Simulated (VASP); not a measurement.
A run of VASP 6.6.1 is set up as follows.

File INCAR:

```
ALGO = Normal
EDIFF = 1E-6
ENCUT = 520
GGA = CA
ISIF = 2
ISMEAR = 0
ISPIN = 2
LASPH = True
LCHARG = True
LDAU = True
LDAUJ = 0 0 0
LDAUL = -1 2 -1
LDAUPRINT = 1
LDAUTYPE = 2
LDAUU = 0 4 0
LELF = True
LMAXMIX = 4
LORBIT = 11
LREAL = False
LVHAR = True
LWAVE = False
MAGMOM = 0 3 0 0 0
NBANDS = 34
NELM = 150
PREC = Accurate
SIGMA = 0.05
```

File KPOINTS:

```
k-points
0
Gamma
  5 5 5
```

Contents of POSCAR:

```
RbVF3
1.0
    4.1819996800      0.0000000000      0.0000000000
    0.0000000000      4.1819996800      0.0000000000
    0.0000000000      0.0000000000      4.1819996800
Rb V F
1 1 3
Direct
    0.0000000000      0.0000000000      0.0000000000
    0.5000000000      0.5000000000      0.5000000000
    0.5000000000      0.5000000000      0.0000000000
    0.0000000000      0.5000000000      0.5000000000
    0.5000000000      0.0000000000      0.5000000000
```

Potentials or basis: VASP PAW LDA potentials, release 64 (Rb_sv, V_sv, F).

Launch:

```sh
$ cat potpaw_LDA.64/Rb_sv/POTCAR potpaw_LDA.64/V_sv/POTCAR potpaw_LDA.64/F/POTCAR > POTCAR
$ mpirun -np 1 vasp_std > vasp.out
```

Q: Estimate the band gap on the k mesh.

A: 2.28 eV (least direct gap 3.38 eV).

Q: Estimate the pressure.

A: -3.2 GPa.

Eigenvalues of the final occupation matrices:
| site | spin | trace | eigenvalues |
| --- | --- | --- | --- |
| site 2 d | 1 | 2.92 | 0.09 0.09 0.91 0.91 0.91 |
| site 2 d | 2 | 0.21 | 0.02 0.02 0.02 0.08 0.08 |

Caveat: the cell stands under tension; an odd mesh through Γ misses points on the zone boundary, where band edges can lie.
